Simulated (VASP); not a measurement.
Write the native input for VASP 6.6.1 that does the following.

```
Task                   : single point
Functional             : PBE
Potentials or basis    : VASP PAW PBE potentials, release 64 (Ga_d, Se, S)
Cutoff                 : 520 eV
k mesh                 : 4 × 4 × 2
Occupations            : gaussian, width 0.1 eV
Spin                   : no spin polarisation
Dipole correction      : no
Further INCAR settings : ALGO = Normal; EDIFF = 1e-06; NBANDS = 41
```

The structure of Ga4SeS lies in POSCAR:

```
Ga4SeS
1.0
    5.1921153276      0.0000000000      0.0000000000
    0.0000000000      5.1921153276      0.0000000000
    0.0000000000      0.0000000000     10.2783720166
Ga Se S
4 1 1
Direct
    0.5000000000      0.5000000000      0.7788002067
    0.5000000000      0.5000000000      0.2211997933
    0.5000000000      0.0000000000      0.5000000000
    0.0000000000      0.5000000000      0.5000000000
    0.5000000000      0.5000000000      0.5000000000
    0.5000000000      0.5000000000      0.0000000000
```

The input as run:

INCAR

```
SYSTEM = Ga4SeS
  ALGO = Normal
  EDIFF = 1E-6
  ENCUT = 520
  GGA = PE
  ISIF = 2
  ISMEAR = 0
  LASPH = .TRUE.
  LCHARG = .FALSE.
  LREAL = .FALSE.
  LWAVE = .FALSE.
  NBANDS = 41
  NELM = 100
  PREC = Accurate
  SIGMA = 0.1
```

KPOINTS

```
k-points
0
G
  4 4 2
  0 0 0
```

Potentials or basis: VASP PAW PBE potentials, release 64 (Ga_d, Se, S).

The run is started by

```console
$ cat potpaw_PBE.64/Ga_d/POTCAR potpaw_PBE.64/Se/POTCAR potpaw_PBE.64/S/POTCAR > POTCAR
$ mpirun -np 1 vasp_std > vasp.out
```

It gave:

- Pressure: 0.0 GPa
- Largest force: 0.032 eV/Å
- Band gap on the k mesh: zero (band 32 reaches 0.44 eV, above the bottom of band 33 at -0.03 eV)

It took 3.3 min on 1 thread of Intel(R) Xeon(R) Platinum 8259CL CPU @ 2.50GHz (Skylake/Cascade Lake) (shared host), peak memory 0.41 GiB.
